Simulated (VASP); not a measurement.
Input of a VASP 6.6.1 run:

Contents of INCAR:

```
SYSTEM = LiW
ALGO     = Normal         ! electronic algorithm
EDIFF    = 1E-6           ! SCF threshold, eV
ENCUT    = 750            ! plane-wave cutoff, eV
GGA      = PE             ! functional
GGA_COMPAT= .False.      
ISIF     = 2              ! what is computed and relaxed
ISMEAR   = 0              ! smearing method
LASPH    = .True.         ! aspherical terms in the spheres
LCHARG   = .True.         ! write CHGCAR
LELF     = .True.         ! ELF
LREAL    = .False.        ! projectors in reciprocal space
LVHAR    = .True.       
LWAVE    = .False.        ! write WAVECAR
NBANDS   = 16             ! bands
NELM     = 120            ! most SCF steps
PREC     = Accurate       ! precision mode
SIGMA    = 0.1            ! smearing width, eV
```

File KPOINTS:

```
k-points
0
Gamma
  8 8 4
  0 0 0
```

The input POSCAR:

```
LiW
1.0
    1.5116776700     -2.1679112400      0.0000000000
    1.5116776700      2.1679112400      0.0000000000
    0.0000000000      0.0000000000      4.2084185400
Li W
1 1
Direct
    0.5000000000      0.5000000000      0.5000000000
    0.0000000000      0.0000000000      0.0000000000
```

Potentials or basis: VASP PAW PBE potentials, release 64 (Li_sv, W_sv).

The run is started by

```sh
$ cat potpaw_PBE.64/Li_sv/POTCAR potpaw_PBE.64/W_sv/POTCAR > POTCAR
$ mpirun -np 1 vasp_std > vasp.out
```

(1) Estimate the band gap on the k mesh.

(2) Estimate the pressure.

## Answers

(1) zero (an odd number of electrons rules out a gap without spin polarisation).

(2) 8.5 GPa.

Caveat: the k points lie up to 0.37 Å⁻¹ apart, too coarse for converged energies and pressures of a metal; spin-orbit coupling is left out, which moves the levels of the heavy elements.
